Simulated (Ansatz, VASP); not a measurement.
# Ge in VASP and in Ansatz

```
Ge
1.0
    -3.36557    3.36557    3.46966
     3.36557   -3.36557    3.46966
     3.36557    3.36557   -3.46966
Ge
8
Cartesian
  0.9957 4.3612 -1.0265
  -0.9957 0.9957 4.4961
  4.3612 -0.9957 1.0265
  2.3699 2.3699 2.4432
  -0.9957 2.3699 1.0265
  0.9957 -0.9957 2.4432
  2.3699 0.9957 -1.0265
  0.9957 0.9957 1.0265
```

Change from the starting cell: strain -0.030 along x and y, +0.000 along z, atoms carried along.

Alike in both runs: task single point; functional PBEsol; k mesh 8 × 8 × 8; occupations gaussian, width 0.15 eV; no spin polarisation.

|  | VASP | Ansatz |
| --- | --- | --- |
| version | VASP 6.6.1 | Ansatz 0.2.0 |
| potentials or method | VASP PAW PBE potentials, release 64 (Ge_d), cutoff 520 eV | scalar-relativistic, plane waves, PAW |
| valence electrons in the cell | 112 | 112 |

|  | VASP | Ansatz | Ansatz less VASP |
| --- | --- | --- | --- |
| gap on the k mesh at the Fermi level (eV) | none | none | - |
| pressure (GPa) | 4.9 | 5.0 | +0.11 |
| traceless stress, the component that is largest in VASP (GPa) | -2.61 | -2.61 | +0.003 |
| rms of the force components (eV/Å) | 0.172 | 0.174 | +0.0019 |

VASP's potentials were made for PBE, not for PBEsol. Atom by atom the forces differ by 0.002 eV/Å (rms over components). A gap of «none» marks a metal or a gap that the smearing closes. With one functional, cell and mesh, what is left measures potentials, basis and numerics.
